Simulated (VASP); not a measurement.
A run of VASP 6.6.1 is set up as follows.

The input INCAR:

```
PREC = Accurate
ENCUT = 600
EDIFF = 1E-7
ISMEAR = 1
SIGMA = 0.1
LREAL = F
LASPH = T
NELM = 80
ALGO = Normal
ISIF = 3
LWAVE = F
LCHARG = F
GGA = PS
IBRION = 2
NSW = 80
EDIFFG = -0.01
PSTRESS = 40.0
```

The input KPOINTS:

```
regular mesh
0
Gamma
  12 12 12
```

POSCAR

```
Ge
1.0
   -2.5744897200      2.5744897200      1.3974126400
    2.5744897200     -2.5744897200      1.3974126400
    2.5744897200      2.5744897200     -1.3974126400
Ge
2
Direct
    0.2500000000      0.7500000000      0.5000000000
    0.5000000000      0.5000000000      0.0000000000
```

Potentials or basis: VASP PAW PBE potentials, release 64 (Ge_d).

The run is started by

```sh
$ cat potpaw_PBE.64/Ge_d/POTCAR > POTCAR
$ mpirun -np 1 vasp_std > vasp.out
```

(1) Estimate the relaxed volume.

(2) What does it give for the space group after relaxing (to 0.1 Å)?

(3) Predict the band gap on the k mesh.

Answers

(1) 17.54 Å³/atom.

(2) I4_1/amd (No. 141).

(3) zero (bands 14 and 15 overlap by 5.51 eV).

Caveat: the cell is relaxed towards a set pressure, so the run minimises the enthalpy, not the energy; the PAW data sets were made with another functional, which shifts forces and pressure a little.
